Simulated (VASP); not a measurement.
Set up this calculation in VASP 6.6.1, as the native input.

| Item | Value |
| --- | --- |
| Task | single point |
| Functional | PBE |
| Potentials or basis | VASP PAW PBE potentials, release 64 (Ga_d, Sb) |
| Cutoff | 520 eV |
| k mesh | 8 × 4 × 4 |
| Occupations | gaussian, width 0.2 eV |
| Spin | no spin polarisation |
| Dipole correction | no |
| Further INCAR settings | ALGO = Normal; EDIFF = 1e-06; NBANDS = 32 |

The structure of GaSb2 lies in POSCAR:

```
GaSb2
1.0
    3.1502874630      0.0115364502     -0.0039540761
    0.0227509261      6.2863886877     -0.0045413575
   -0.0107582483     -0.0058338505      8.0754539841
Ga Sb
2 4
Direct
    1.0383593529      0.0322266626      0.9995479982
    0.9663919207      0.5297064214      0.9990318745
    0.5045381082      0.2346651896      0.3113138510
    0.4924418447      0.7342446634      0.3103913454
    0.5036781757      0.2339243902      0.6904129113
    0.4945905979      0.7352326727      0.6893020197
```

The input as run:

INCAR

```
ALGO     = Normal         # electronic algorithm
EDIFF    = 1E-6           # SCF threshold, eV
ENCUT    = 520            # plane-wave cutoff, eV
GGA      = PE             # functional
ISIF     = 2              # what is computed and relaxed
ISMEAR   = 0              # smearing method
LASPH    = T              # aspherical terms in the spheres
LCHARG   = F              # write CHGCAR
LREAL    = F              # projectors in reciprocal space
LWAVE    = F              # write WAVECAR
NBANDS   = 32             # bands
NELM     = 80             # most SCF steps
PREC     = Accurate       # precision mode
SIGMA    = 0.2            # smearing width, eV
```

KPOINTS

```
k-points
0
Gamma
  8 4 4
```

Potentials or basis: VASP PAW PBE potentials, release 64 (Ga_d, Sb).

Run with:

```sh
$ cat potpaw_PBE.64/Ga_d/POTCAR potpaw_PBE.64/Sb/POTCAR > POTCAR
$ mpirun -np 1 vasp_std > vasp.out
```

Results of the run:

The pressure is -0.1 GPa. The largest force is 0.027 eV/Å and the band gap on the k mesh is zero (bands 23 and 24 overlap by 4.39 eV).

Caveat: spin-orbit coupling is left out, which moves the levels of the heavy elements.

Run time: 7.8 min on 1 thread of Intel Xeon 8259CL (shared host), peak memory 0.44 GiB.
